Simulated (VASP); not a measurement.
Wanted: the native input for a VASP 6.6.1 run.

| Property | Result |
| --- | --- |
| Task | single point |
| Functional | PBE |
| Potentials or basis | VASP PAW PBE potentials, release 64 (Ga_d, As) |
| Cutoff | 520 eV |
| k mesh | 12 × 12 × 12 |
| Occupations | gaussian, width 0.02 eV |
| Spin | no spin polarisation |
| Dipole correction | no |
| k mesh for the DOS | 18 × 18 × 18 |
| Occupations for the DOS | tetrahedron |
| Further INCAR settings | ALGO = Normal; EDIFF = 1e-06; NBANDS = 16 |

The system is GaAs.

```
Ga As
1.0
     0.00000    2.87269    2.87269
     2.87269    0.00000    2.87269
     2.87269    2.87269    0.00000
Ga As
1 1
Direct
  0.00000 0.00000 0.00000
  0.25000 0.25000 0.25000
```

One way to write it, as run:

POSCAR

```
GaAs
1.0
    0.0000000000      2.8726923284      2.8726923284
    2.8726923284      0.0000000000      2.8726923284
    2.8726923284      2.8726923284      0.0000000000
Ga As
1 1
Direct
    0.0000000000      0.0000000000      0.0000000000
    0.2500000000      0.2500000000      0.2500000000
```

INCAR.step1

```
SYSTEM = GaAs
  PREC = Accurate
  ENCUT = 520
  EDIFF = 1E-6
  ISMEAR = 0
  SIGMA = 0.02
  LREAL = .FALSE.
  LASPH = .TRUE.
  NELM = 80
  ALGO = Normal
  ISIF = 2
  LWAVE = .FALSE.
  LCHARG = .TRUE.
  GGA = PE
  NBANDS = 16
```

KPOINTS.step1

```
Automatic mesh
0
G
  12 12 12
  0 0 0
```

INCAR.step2

```
SYSTEM = GaAs
  PREC = Accurate
  ENCUT = 520
  EDIFF = 1E-6
  ISMEAR = -5
  SIGMA = 0.02
  LREAL = .FALSE.
  LASPH = .TRUE.
  NELM = 80
  ALGO = Normal
  ISIF = 2
  LWAVE = .FALSE.
  LCHARG = .FALSE.
  GGA = PE
  LORBIT = 10
  NBANDS = 16
  NEDOS = 2001
  ICHARG = 11
```

KPOINTS.step2

```
Automatic mesh
0
G
  18 18 18
  0 0 0
```

Potentials or basis: VASP PAW PBE potentials, release 64 (Ga_d, As).

Run with:

```console
$ cat potpaw_PBE.64/Ga_d/POTCAR potpaw_PBE.64/As/POTCAR > POTCAR
$ cp INCAR.step1 INCAR
$ cp KPOINTS.step1 KPOINTS
$ mpirun -np 1 vasp_std > vasp.out
$ cp INCAR.step2 INCAR
$ cp KPOINTS.step2 KPOINTS
$ mpirun -np 1 vasp_std > vasp.out
```

It gave:

```
Valence electrons inside the program's atomic spheres : Ga 11.62; As 2.81
```

It took 46 s on 1 thread of AMD EPYC 9R45 (Zen 5) (shared host), peak memory 0.24 GiB.
